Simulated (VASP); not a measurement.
The system is ZnO.

```
Zn O
1.0
     3.41653    0.00000    0.00000
    -1.70827    2.95880    0.00000
     0.00000    0.00000    4.47757
Zn O
2 2
Cartesian
  0.0000 1.9725 1.1194
  1.7083 0.9863 3.3582
  1.7083 0.9863 1.1194
  0.0000 1.9725 3.3582
```

Base run:

| Property | Result |
| --- | --- |
| Program | VASP 6.6.1 |
| Functional | PBE |
| Potentials or basis | VASP PAW PBE potentials, release 64 (Zn, O) |
| Cutoff | 600 eV |
| k mesh | 6 × 6 × 4 |
| Occupations | gaussian, width 0.01 eV |
| Spin | no spin polarisation |

Its results: band gap on the k mesh 1.00 eV, indirect (least direct gap 1.06 eV); pressure 7.4 GPa.

Question: After a change of settings the same cell gave: band gap on the k mesh 0.99 eV, direct; pressure 8.1 GPa. Which change was it?
A. functional from PBE to LDA; potentials or basis from VASP PAW PBE potentials, release 64 (Zn, O) to VASP PAW LDA potentials, release 64 (Zn, O)
B. k mesh from 6 × 6 × 4 to 2 × 2 × 2
C. dispersion from none to D3(BJ)

Answer: B.

Caveats: some runs use coarse meshes.
